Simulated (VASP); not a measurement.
Write the native input for VASP 6.6.1 that does the following.

```yaml
Task: single point
Functional: PBE
Potentials_or_basis: VASP PAW PBE potentials, release 64 (Sn_d, O)
Cutoff: 520 eV
k_mesh: 6 × 6 × 6
Occupations: gaussian, width 0.1 eV
Spin: no spin polarisation
Dipole_correction: no
Further_INCAR_settings: ALGO = Normal; EDIFF = 1e-06; NBANDS = 35
```

The structure of Sn3O2 lies in POSCAR:

```
Sn3O2
1.0
    1.7994570094      1.0389169887      8.3413960230
   -1.7994570094      1.0389169887      8.3413960230
    0.0000000000     -2.0778339775      8.3413960230
Sn O
3 2
Direct
    0.0000000000      0.0000000000      0.0000000000
    0.2095000000      0.2095000000      0.2095000000
    0.7905000000      0.7905000000      0.7905000000
    0.4000000000      0.4000000000      0.4000000000
    0.6000000000      0.6000000000      0.6000000000
```

The input as run:

INCAR

```
PREC     = Accurate       # precision mode
ENCUT    = 520            # plane-wave cutoff, eV
EDIFF    = 1E-6           # SCF threshold, eV
ISMEAR   = 0              # smearing method
SIGMA    = 0.1            # smearing width, eV
LREAL    = False          # projectors in reciprocal space
LASPH    = True           # aspherical terms in the spheres
NELM     = 100            # most SCF steps
ALGO     = Normal         # electronic algorithm
ISIF     = 2              # what is computed and relaxed
LWAVE    = False          # write WAVECAR
LCHARG   = False          # write CHGCAR
GGA      = PE             # functional
NBANDS   = 35             # bands
```

KPOINTS

```
Automatic mesh
0
Gamma
  6 6 6
```

Potentials or basis: VASP PAW PBE potentials, release 64 (Sn_d, O).

Command:

```sh
$ cat potpaw_PBE.64/Sn_d/POTCAR potpaw_PBE.64/O/POTCAR > POTCAR
$ mpirun -np 1 vasp_std > vasp.out
```

It gave:

```json
{
 "Pressure": "-0.1 GPa",
 "Largest force": "1.482 eV/Å",
 "Band gap on the k mesh": "zero (bands 27 and 28 overlap by 1.64 eV)"
}
```

Caveat: spin-orbit coupling is left out, which moves the levels of the heavy elements; forces of over 1 eV/Å act on the atoms, so gaps and moduli don't describe the material at rest.

Wall time 5 min on 1 thread of Intel(R) Xeon(R) 6975P-C (Granite Rapids), on a shared host, peak memory 0.54 GiB.
